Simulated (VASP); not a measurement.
Wanted: the native input for a VASP 6.6.1 run.

```yaml
Task: relaxation of cell and atoms
Functional: r2SCAN
Potentials_or_basis: VASP PAW PBE potentials, release 64 (Bi_d, Te)
Cutoff: 600 eV
k_mesh: 7 × 7 × 7
Occupations: fermi-dirac, width 0.05 eV
Spin: no spin polarisation
Dipole_correction: no
Further_INCAR_settings: ALGO = Normal; EDIFF = 1e-07; IBRION = 2; EDIFFG = -0.01; NSW = 60; ISIF = 3
```

The system is BiTe.

```
Bi Te
1.0
     0.00000    3.23500    3.23500
     3.23500    0.00000    3.23500
     3.23500    3.23500    0.00000
Bi Te
1 1
Direct
  0.00000 0.00000 0.00000
  0.50000 0.50000 0.50000
```

The input as run:

POSCAR

```
BiTe
1.0
    0.0000000000      3.2350000000      3.2350000000
    3.2350000000      0.0000000000      3.2350000000
    3.2350000000      3.2350000000      0.0000000000
Bi Te
1 1
Direct
    0.0000000000      0.0000000000      0.0000000000
    0.5000000000      0.5000000000      0.5000000000
```

INCAR.step1

```
SYSTEM = BiTe
  PREC = Accurate
  ENCUT = 600
  ISMEAR = -1
  SIGMA = 0.05
  LREAL = .FALSE.
  LASPH = .TRUE.
  NELM = 100
  GGA = PE
  ALGO = Normal
  EDIFF = 1E-4
  LWAVE = .TRUE.
  LCHARG = .FALSE.
```

INCAR.step2

```
SYSTEM = BiTe
  PREC = Accurate
  ENCUT = 600
  EDIFF = 1E-7
  ISMEAR = -1
  SIGMA = 0.05
  LREAL = .FALSE.
  LASPH = .TRUE.
  NELM = 100
  ALGO = Normal
  ISIF = 3
  LWAVE = .FALSE.
  LCHARG = .FALSE.
  METAGGA = R2SCAN
  LMIXTAU = .TRUE.
  IBRION = 2
  NSW = 60
  EDIFFG = -0.01
  ISTART = 1
```

KPOINTS

```
Automatic mesh
0
G
  7 7 7
  0 0 0
```

Potentials or basis: VASP PAW PBE potentials, release 64 (Bi_d, Te).

The run is started by

```bash
$ cat potpaw_PBE.64/Bi_d/POTCAR potpaw_PBE.64/Te/POTCAR > POTCAR
$ cp INCAR.step1 INCAR
$ mpirun -np 1 vasp_std > vasp.out
$ cp INCAR.step2 INCAR
$ mpirun -np 1 vasp_std > vasp.out
```

It gave:

```json
{"Relaxed volume": "33.92 Å³/atom", "Relaxed cell": "a = 4.578 Å, b = 4.578 Å, c = 4.578 Å, α = 60.00°, β = 60.00°, γ = 60.00°", "Space group after relaxing (to 0.05 Å)": "Fm-3m (No. 225)", "Energy gained by relaxing": "0.0 meV/atom", "Ionic steps": "3", "Pressure after relaxing": "0.0 GPa"}
```

Caveat: the PAW data sets were made with another functional, which shifts forces and pressure a little.

Run time: 2.7 min on 1 thread of Intel(R) Xeon(R) Platinum 8488C (Sapphire Rapids), on a shared host, peak memory 0.27 GiB.
